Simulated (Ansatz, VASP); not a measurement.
Os in VASP and in Ansatz

File INCAR:

```
SYSTEM = Os
AGGAC    = 1.0          
AGGAX    = 1.0          
ALDAC    = 0.0          
ALDAX    = 1.0          
ALGO     = Normal         ! electronic algorithm
EDIFF    = 1E-7           ! SCF threshold, eV
ENCUT    = 520            ! plane-wave cutoff, eV
GGA      = B5             ! functional
ISIF     = 2              ! what is computed and relaxed
ISMEAR   = -1             ! smearing method
LASPH    = .True.         ! aspherical terms in the spheres
LCHARG   = .True.         ! write CHGCAR
LELF     = .True.         ! ELF
LREAL    = .False.        ! projectors in reciprocal space
LVHAR    = .True.       
LWAVE    = .False.        ! write WAVECAR
NBANDS   = 15             ! bands
NELM     = 100            ! most SCF steps
PREC     = Accurate       ! precision mode
SIGMA    = 0.1            ! smearing width, eV
```

Contents of KPOINTS:

```
k-points
0
Gamma
  21 21 12
  0 0 0
```

File POSCAR:

```
Os
1.0
    2.8706578362      0.0000000000      0.0000000000
   -1.4353289181      2.4860626118      0.0000000000
    0.0000000000      0.0000000000      4.5125923621
Os
2
Direct
    0.3333333333      0.6666666667      0.2500000000
    0.6666666667      0.3333333333      0.7500000000
```

Input for Ansatz:

```yaml
crystal:
  lattice:
    - [2.8706578362, 0.0, 0.0]
    - [-1.4353289181, 2.4860626118, 0.0]
    - [0.0, 0.0, 4.5125923621]
  atoms:
    - { symbol: Os, position: [0.3333333333, 0.6666666667, 0.25] }
    - { symbol: Os, position: [0.6666666667, 0.3333333333, 0.75] }
hamiltonian:
  xc: blyp
  pseudopotentials:
    kind: paw
    azcp:
      Os: "pseudopotentials/Os.paw.azcp"
basis:
  ecutwfc: 420
  fft_grid_basis: typed
kpoints:
  mp_grid: { grid: [21, 21, 12], shift: [0, 0, 0] }
magnetization:
  spin_polarized: false
scf:
  occupations: { method: fermi_dirac, width: 0.1 }
output:
  stress: true
```

Alike in both runs: task single point; functional BLYP; k mesh 21 × 21 × 12; occupations fermi-dirac, width 0.1 eV; no spin polarisation.

```csv
,VASP,Ansatz
version,VASP 6.6.1,Ansatz 0.2.0
potentials or method,"VASP PAW PBE potentials, release 64 (Os), cutoff 520 eV","plane waves (420 eV) with PAW, scalar-relativistic"
valence electrons in the cell,16,32
```

```tsv
	VASP	Ansatz	Ansatz less VASP
pressure (GPa)	-20.2	-21.9	-1.67
traceless stress, the component that is largest in VASP (GPa)	-0.69	-0.80	-0.106
```

VASP's potentials were made for PBE, not for BLYP. VASP's potentials hold 16 valence electrons a cell and Ansatz's 32, so a difference there can come from the potentials and not from the codes.

Spin-orbit coupling is off throughout.
